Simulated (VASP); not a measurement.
# BeAl3 (I4/mmm) in VASP: further runs

The runs below take BeAl3 through single point, with BLYP, revPBE, RPBE.

Program: VASP 6.6.1. These are calculated values, not measurements. Logs are shortened: lines on timing, memory, paths and dates and some standing lists are left out, and cuts for length are marked.

## (1) The cell of the first run

It takes space group I4/mmm (No. 139, tetragonal). The conventional cell has a = 3.884 Å, b = 3.884 Å, c = 7.704 Å, α = 90.00°, β = 90.00°, γ = 90.00°. Be (site symmetry 4/mmm) has 12 Al at 2.74 to 2.75 Å within 3.6 Å. Within 3.6 Å of Al (site symmetry -4m2) lie 4 Be at 2.74 Å and 8 Al at 2.74 to 2.75 Å. Al (site symmetry 4/mmm) has 8 Al at 2.74 Å and 4 Be at 2.75 Å within 3.6 Å.

## (2) Single point, BLYP

Input file INCAR:

```
SYSTEM = BeAl3
PREC     = Accurate       ! precision mode
ENCUT    = 520            ! plane-wave cutoff, eV
EDIFF    = 1E-7           ! SCF threshold, eV
ISMEAR   = -1             ! smearing method
SIGMA    = 0.05           ! smearing width, eV
LREAL    = .FALSE.        ! projectors in reciprocal space
LASPH    = .TRUE.         ! aspherical terms in the spheres
NELM     = 100            ! most SCF steps
ALGO     = Normal         ! electronic algorithm
ISIF     = 2              ! what is computed and relaxed
LWAVE    = .FALSE.        ! write WAVECAR
LCHARG   = .FALSE.        ! write CHGCAR
GGA      = B5             ! functional
ALDAX    = 1.0          
AGGAX    = 1.0          
AGGAC    = 1.0          
ALDAC    = 0.0          
NBANDS   = 14             ! bands
```

Input file KPOINTS:

```
regular mesh
0
G
  9 9 9
  0 0 0
```

Input file POSCAR:

```
BeAl3
1.0
   -1.9421910000      1.9421910000      3.8518930000
    1.9421910000     -1.9421910000      3.8518930000
    1.9421910000      1.9421910000     -3.8518930000
Be Al
1 3
Direct
    0.0000000000      0.0000000000      0.0000000000
    0.7500000000      0.2500000000      0.5000000000
    0.2500000000      0.7500000000      0.5000000000
    0.5000000000      0.5000000000      0.0000000000
```

Potentials or basis: VASP PAW PBE potentials, release 64 (Be, Al).

The run is started by

```bash
cat potpaw_PBE.64/Be/POTCAR potpaw_PBE.64/Al/POTCAR > POTCAR
mpirun -np 1 vasp_std > vasp.out
```

OUTCAR:

```text
SYSTEM = BeAl3
   PREC = Accurate
   ENCUT = 520
   EDIFF = 1E-7
   ISMEAR = -1
   LREAL = .FALSE.
   LASPH = .TRUE.
   NELM = 100
   ISIF = 2
   GGA = B5

 ion  position               nearest neighbor table
   1  0.000  0.000  0.000-   2 2.74   3 2.74   2 2.74   3 2.74   2 2.74   3 2.74   2 2.74   3 2.74
                             4 2.75   4 2.75   4 2.75   4 2.75
   2  0.750  0.250  0.500-   4 2.74   1 2.74   1 2.74   4 2.74   1 2.74   4 2.74   4 2.74   1 2.74
                             3 2.75   3 2.75   3 2.75   3 2.75
   3  0.250  0.750  0.500-   1 2.74   4 2.74   1 2.74   4 2.74   1 2.74   4 2.74   1 2.74   4 2.74
                             2 2.75   2 2.75   2 2.75   2 2.75
   4  0.500  0.500  0.000-   3 2.74   2 2.74   2 2.74   3 2.74   2 2.74   3 2.74   3 2.74   2 2.74
                             1 2.75   1 2.75   1 2.75   1 2.75

  LATTYP: Found a body centered tetragonal cell.
 ALAT       =     3.8843820000
 C/A-ratio  =     1.9832719851

  Lattice vectors:

 A1 = (  -1.9421910000,   1.9421910000,   3.8518930000)
 A2 = (   1.9421910000,  -1.9421910000,   3.8518930000)
 A3 = (   1.9421910000,   1.9421910000,  -3.8518930000)

Analysis of symmetry for initial positions (statically):
=====================================================================
 Subroutine PRICEL returns:
 Original cell was already a primitive cell.

 Routine SETGRP: Setting up the symmetry group for a
 body centered tetragonal supercell.

 Subroutine GETGRP returns: Found 16 space group operations
 (whereof 16 operations were pure point group operations)
 out of a pool of 16 trial point group operations.

The static configuration has the point symmetry D_4h.

Analysis of symmetry for dynamics (positions and initial velocities):
=====================================================================
 Subroutine PRICEL returns:
 Original cell was already a primitive cell.

 Routine SETGRP: Setting up the symmetry group for a
 body centered tetragonal supercell.

 Subroutine GETGRP returns: Found 16 space group operations
 (whereof 16 operations were pure point group operations)
 out of a pool of 16 trial point group operations.

The dynamic configuration has the point symmetry D_4h.

 Subroutine INISYM returns: Found 16 space group operations
 (whereof 16 operations are pure point group operations),
 and found     1 'primitive' translations

----------------------------------------------------------------------------------------

                                     Primitive cell
[... 102 lines left out ...]
   ISYM   =      2    0-nonsym 1-usesym 2-fastsym
   POTIM  = 0.5000    time-step for ionic-motion
   TEBEG  =    0.0;   TEEND  =   0.0 temperature during run
   PSTRESS=    0.0 pullay stress
   NELECT =      11.0000    total number of electrons
   NUPDOWN=      -1.0000    fix difference up-down
   EMIN   =  10.00;   EMAX   =-10.00  energy-range for DOS
   EFERMI =   0.00;   METHOD = LEGACY
   ISMEAR =    -1;   SIGMA  =   0.05  broadening in eV -4-tet -1-fermi 0-gaus
   EFERMI_NEDOS =   21; number of points for ismear=-14 and -15
   IALGO  =     38    algorithm
   IMIX   =      4    mixing-type and parameters
     AMIX     =   0.40;   BMIX     =  1.00
     AMIX_MAG =   1.60;   BMIX_MAG =  1.00
  volume/ion in A,a.u.               =      14.53        98.05
  Fermi-wavevector in a.u.,A,eV,Ry     =   0.939939  1.776227 12.020549  0.883485
  Thomas-Fermi vector in A             =   2.067301
   LORBIT       =      0    0 simple, 1 ext, 2 COOP (PROOUT), +10 PAW based schemes
   GGA     = B5    functional components
   LHFCALC =     F    Hartree Fock is set to
   AEXX    =    0.0000 exact exchange contribution
   IVDW    =     0    specifies the selected vdW correction
   LEPSILON=     F    determine dielectric tensor
   LRPA    =     F    only Hartree local field effects (RPA)
 non-spin polarized calculation
  energy-cutoff  :      520.00
  volume of cell :       58.12
 maximum number of plane-waves:      1578
   NGX = 17   NGY = 17   NGZ = 17

 number of electron      11.0000000 magnetization

 Free energy of the ion-electron system (eV)
  ---------------------------------------------------
  ext. energy  EPLUGINS =         0.00000000
  ---------------------------------------------------
  free energy    TOTEN  =       -10.53547177 eV

  energy without entropy =      -10.52374281  energy(sigma->0) =      -10.52960729

 E-fermi :   8.2022     XC(G=0):  -9.6899

 val. band max:        8.1709497556   @ k =  -0.1111   0.1111   0.1111
 cond. band min:       8.2077945058   @ k =   0.3333   0.3333   0.1111
 fundamental gap:      0.0368447502
 Fermi energy:         8.2021503782

 k-point     1 :       0.0000    0.0000    0.0000
  band No.  band energies     occupation
      1      -2.9012      2.00000
      2       5.5825      2.00000
      3       7.6909      1.99993
      4       7.7226      1.99986
      5       7.7226      1.99986
      6       7.7972      1.99939
      7       7.7972      1.99939
      8       8.6132      0.00054
      9       9.5018      0.00000
     10      10.3003      0.00000
     11      10.9019      0.00000
     12      14.2829      0.00000
     13      14.2829      0.00000
     14      14.6497      0.00000
[... 377 lines left out ...]
      1       1.7243      2.00000
      2       1.8529      2.00000
      3       2.6633      2.00000
      4       3.7111      2.00000
      5       4.8281      2.00000
      6       5.9125      2.00000
      7       9.5274      0.00000
      8       9.9891      0.00000
      9      12.3857      0.00000
     10      12.8162      0.00000
     11      16.8716      0.00000
     12      17.9445      0.00000
     13      18.7193      0.00000
     14      19.1604      0.00000

 [... further k-points ...]
[... 5 lines left out ...]
  --------------------------------------------------------------------------------------
  -------------------------------------------------------------------------------------
  Total        1.1716586      1.1716586      1.2646824      0.0000000      0.0000000      0.0000000
  in kB       32.2993361     32.2993361     34.8637402      0.0000000      0.0000000      0.0000000
  external PRESSURE =      33.1541375 kB  Pullay stress =       0.0000000 kB

 VOLUME and BASIS-vectors are now :
 -----------------------------------------------------------------------------
  energy-cutoff  :      520.00
  volume of cell :       58.12
      direct lattice vectors                 reciprocal lattice vectors
    -1.942191000  1.942191000  3.851893000     0.000000000  0.257441209  0.129806306
     1.942191000 -1.942191000  3.851893000     0.257441209  0.000000000  0.129806306
     1.942191000  1.942191000 -3.851893000     0.257441209  0.257441209  0.000000000

 POSITION                                       TOTAL-FORCE (eV/Angst)
 -----------------------------------------------------------------------------------
      0.00000      0.00000      0.00000        -0.000000     -0.000000     -0.000000
      0.00000      1.94219      1.92595         0.000000      0.000000     -0.000000
      1.94219      0.00000      1.92595        -0.000000     -0.000000      0.000000
      0.00000      0.00000      3.85189        -0.000000     -0.000000     -0.000000
 -----------------------------------------------------------------------------------
    total drift:                               -0.000000      0.000000     -0.000000

  FREE ENERGIE OF THE ION-ELECTRON SYSTEM (eV)
  ---------------------------------------------------
  free  energy   TOTEN  =       -10.5354717726 eV

  energy  without entropy=      -10.5237428094  energy(sigma->0) =      -10.52960729
```

stdout:

```text
POSCAR found type information on POSCAR BeAl
 POSCAR found :  2 types and       4 ions
 scaLAPACK will be used
 -----------------------------------------------------------------------------
|                                                                             |
|                                                                             |
|     You enforced a specific xc type in the INCAR file but a different       |
|     I HOPE YOU KNOW WHAT YOU ARE DOING!                                     |
|                                                                             |
 -----------------------------------------------------------------------------

 LDA part: xc-table for (Slater(with rela. corr.)+VWN5), standard interpolation
 POSCAR, INCAR and KPOINTS ok, starting setup
 FFT: planning ... GRIDC
 FFT: planning ... GRID_SOFT
 FFT: planning ... GRID
 WAVECAR not read
 entering main loop
```

Wall time 60 s (1 thread of Intel Xeon Platinum 8488C (Sapphire Rapids), shared host); peak memory 0.22 GiB.

Results:

| Quantity | Value |
| --- | --- |
| Free energy | -10.5355 eV |
| Pressure | 3.3 GPa |

Levels at points of the mesh, in eV from the Fermi level:
```
           k point  band 2  band 3  band 4  band 5  band 6  band 7  band 8  band 9
(0.00, 0.00, 0.00)   -2.62   -0.51   -0.48   -0.48   -0.40   -0.40    0.41    1.30
```

Caveat: the PAW data sets were made with another functional, which shifts forces and pressure a little.

## (3) Single point, revPBE

Input file INCAR:

```
ALGO     = Normal         # electronic algorithm
EDIFF    = 1E-6           # SCF threshold, eV
ENCUT    = 520            # plane-wave cutoff, eV
GGA      = RE             # functional
ISIF     = 2              # what is computed and relaxed
ISMEAR   = -1             # smearing method
LASPH    = T              # aspherical terms in the spheres
LCHARG   = T              # write CHGCAR
LELF     = T              # ELF
LREAL    = F              # projectors in reciprocal space
LVHAR    = T            
LWAVE    = F              # write WAVECAR
NBANDS   = 14             # bands
NELM     = 80             # most SCF steps
PREC     = Accurate       # precision mode
SIGMA    = 0.05           # smearing width, eV
```

Input file KPOINTS:

```
k-points
0
Gamma
  9 9 9
```

POSCAR is that of step 2.

Potentials or basis: VASP PAW PBE potentials, release 64 (Be, Al).

The run is started by

```bash
cat potpaw_PBE.64/Be/POTCAR potpaw_PBE.64/Al/POTCAR > POTCAR
mpirun -np 1 vasp_std > vasp.out
```

Run time: 46 s. Hardware: 1 thread of Intel Xeon Platinum 8488C (Sapphire Rapids), shared host; peak memory 0.22 GiB.

The run converged. Its results:

```yaml
Free_energy: -13.6119 eV
Pressure: 1.9 GPa
```

Stress tensor (GPa, compression positive):
```
1.72 0.00 0.00
0.00 1.72 0.00
0.00 0.00 2.33
```

Levels at points of the mesh, in eV from the Fermi level:
```tsv
k point	band 1	band 2	band 3	band 4	band 5	band 6	band 7	band 8	band 9	band 10
(0.00, 0.00, 0.00)	-11.13	-2.60	-0.57	-0.46	-0.46	-0.39	-0.39	0.25	1.11	2.37
```

Caveat: the PAW data sets were made with another functional, which shifts forces and pressure a little.

## (4) Single point, RPBE

Input file INCAR:

```
ALGO = Normal
EDIFF = 1E-6
ENCUT = 520
GGA = RP
ISIF = 2
ISMEAR = -1
LASPH = True
LCHARG = True
LELF = True
LREAL = False
LVHAR = True
LWAVE = False
NBANDS = 14
NELM = 100
PREC = Accurate
SIGMA = 0.05
```

KPOINTS is that of step 3.

POSCAR is that of step 3.

Potentials or basis: VASP PAW PBE potentials, release 64 (Be, Al).

The run is started by

```bash
cat potpaw_PBE.64/Be/POTCAR potpaw_PBE.64/Al/POTCAR > POTCAR
mpirun -np 1 vasp_std > vasp.out
```

OUTCAR:

```text
EDIFF = 1E-6
   ENCUT = 520
   GGA = RP
   ISIF = 2
   ISMEAR = -1
   LASPH = True
   LREAL = False
   NELM = 100
   PREC = Accurate

 ion  position               nearest neighbor table
   1  0.000  0.000  0.000-   2 2.74   3 2.74   2 2.74   3 2.74   2 2.74   3 2.74   2 2.74   3 2.74
                             4 2.75   4 2.75   4 2.75   4 2.75
   2  0.750  0.250  0.500-   4 2.74   1 2.74   1 2.74   4 2.74   1 2.74   4 2.74   4 2.74   1 2.74
                             3 2.75   3 2.75   3 2.75   3 2.75
   3  0.250  0.750  0.500-   1 2.74   4 2.74   1 2.74   4 2.74   1 2.74   4 2.74   1 2.74   4 2.74
[... 612 lines left out ...]
  --------------------------------------------------------------------------------------
  -------------------------------------------------------------------------------------
  Total        0.7439377      0.7439377      0.9647969      0.0000000      0.0000000      0.0000000
  in kB       20.5082727     20.5082727     26.5967383      0.0000000      0.0000000      0.0000000
  external PRESSURE =      22.5377612 kB  Pullay stress =       0.0000000 kB

 VOLUME and BASIS-vectors are now :
 -----------------------------------------------------------------------------
  energy-cutoff  :      520.00
  volume of cell :       58.12
      direct lattice vectors                 reciprocal lattice vectors
    -1.942191000  1.942191000  3.851893000     0.000000000  0.257441209  0.129806306
     1.942191000 -1.942191000  3.851893000     0.257441209  0.000000000  0.129806306
     1.942191000  1.942191000 -3.851893000     0.257441209  0.257441209  0.000000000

 POSITION                                       TOTAL-FORCE (eV/Angst)
 -----------------------------------------------------------------------------------
      0.00000      0.00000      0.00000        -0.000000      0.000000     -0.000000
      0.00000      1.94219      1.92595         0.000000     -0.000000      0.000000
      1.94219      0.00000      1.92595        -0.000000      0.000000     -0.000000
      0.00000      0.00000      3.85189        -0.000000      0.000000     -0.000000
 -----------------------------------------------------------------------------------
    total drift:                               -0.000000     -0.000000     -0.000000

  FREE ENERGIE OF THE ION-ELECTRON SYSTEM (eV)
  ---------------------------------------------------
  free  energy   TOTEN  =       -13.4297179196 eV

  energy  without entropy=      -13.4183801635  energy(sigma->0) =      -13.42404904
```

stdout:

```text
POSCAR found type information on POSCAR BeAl
 POSCAR found :  2 types and       4 ions
 scaLAPACK will be used
 -----------------------------------------------------------------------------
|                                                                             |
|                                                                             |
|     You enforced a specific xc type in the INCAR file but a different       |
|     I HOPE YOU KNOW WHAT YOU ARE DOING!                                     |
|                                                                             |
 -----------------------------------------------------------------------------

 LDA part: xc-table for (Slater+PW92), standard interpolation
 POSCAR, INCAR and KPOINTS ok, starting setup
 FFT: planning ... GRIDC
 FFT: planning ... GRID_SOFT
 FFT: planning ... GRID
 WAVECAR not read
 entering main loop
```

It took 46 s on 1 thread of Intel Xeon Platinum 8488C (Sapphire Rapids), shared host; peak memory 0.22 GiB.

Results:

* Free energy: -13.4297 eV
* Pressure: 2.3 GPa

Levels at points of the mesh, in eV from the Fermi level:
```tsv
k point	band 1	band 2	band 3	band 4	band 5	band 6	band 7	band 8	band 9	band 10
(0.00, 0.00, 0.00)	-11.13	-2.60	-0.57	-0.46	-0.46	-0.39	-0.39	0.24	1.11	2.38
```

Caveat: the PAW data sets were made with another functional, which shifts forces and pressure a little.

## (5) The runs side by side

```tsv
level	gap on the mesh (eV)	pressure (GPa)
BLYP	none	3.3
revPBE	none	1.9
RPBE	none	2.3
```

Alike in all rows: task single point; potentials or basis VASP PAW PBE potentials, release 64 (Be, Al); no spin polarisation; cell as given; k mesh 9 × 9 × 9; cutoff (eV) 520; smearing fermi-dirac 0.05 eV.

Every run on the cell as given and a fine mesh finds a metal. The pressure there spans 1.9 GPa (revPBE) to 3.3 GPa (BLYP); a positive pressure means that this level wants a larger cell, a negative one a smaller.

Caveats: the PAW data sets were made with another functional, which shifts forces and pressure a little.

Absolute energies hang on the potentials; compare differences alone.
